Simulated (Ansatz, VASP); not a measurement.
One calculation of Cs, two programs

INCAR

```
SYSTEM = Cs
PREC     = Accurate       ! precision mode
ENCUT    = 520            ! plane-wave cutoff, eV
EDIFF    = 1E-6           ! SCF threshold, eV
ISMEAR   = -1             ! smearing method
SIGMA    = 0.1            ! smearing width, eV
LREAL    = .False.        ! projectors in reciprocal space
LASPH    = .True.         ! aspherical terms in the spheres
NELM     = 60             ! most SCF steps
ALGO     = Normal         ! electronic algorithm
ISIF     = 2              ! what is computed and relaxed
LWAVE    = .False.        ! write WAVECAR
LCHARG   = .False.        ! write CHGCAR
GGA      = PS             ! functional
NBANDS   = 10             ! bands
```

File KPOINTS:

```
regular mesh
0
Gamma
  8 8 8
  0 0 0
```

Contents of POSCAR:

```
Cs
1.0
    0.0000000000      3.9070673104      3.9070673104
    3.9070673104      0.0000000000      3.9070673104
    3.9070673104      3.9070673104      0.0000000000
Cs
1
Direct
    0.0000000000      0.0000000000      0.0000000000
```

Input for Ansatz:

```yaml
crystal:
  lattice:
    - [0.0, 3.9070673104, 3.9070673104]
    - [3.9070673104, 0.0, 3.9070673104]
    - [3.9070673104, 3.9070673104, 0.0]
  atoms:
    - { symbol: Cs, position: [0.0, 0.0, 0.0] }
hamiltonian:
  xc: pbesol
  pseudopotentials:
    kind: paw
    azcp:
      Cs: "pseudopotentials/Cs.paw.azcp"
basis:
  ecutwfc: 420
  fft_grid_basis: typed
kpoints:
  mp_grid: { grid: [8, 8, 8], shift: [0, 0, 0] }
magnetization:
  spin_polarized: false
scf:
  occupations: { method: fermi_dirac, width: 0.1 }
  lower_state_search: "off"
output:
  stress: true
```

Alike in both runs: task single point; functional PBEsol; k mesh 8 × 8 × 8; occupations fermi-dirac, width 0.1 eV; no spin polarisation.

```csv
,VASP,Ansatz
version,VASP 6.6.1,Ansatz 0.2.0
potentials or method,"VASP PAW PBE potentials, release 64 (Cs_sv), cutoff 520 eV","plane waves (420 eV) with PAW, scalar-relativistic"
valence electrons in the cell,9,9
```

|  | VASP | Ansatz | Ansatz less VASP |
| --- | --- | --- | --- |
| pressure (GPa) | -0.2 | -0.2 | +0.01 |

VASP's potentials were made for PBE, not for PBEsol, and Ansatz warns of the same on its side. With one functional, cell and mesh, what is left measures potentials, basis and numerics.

Spin-orbit coupling is off throughout.
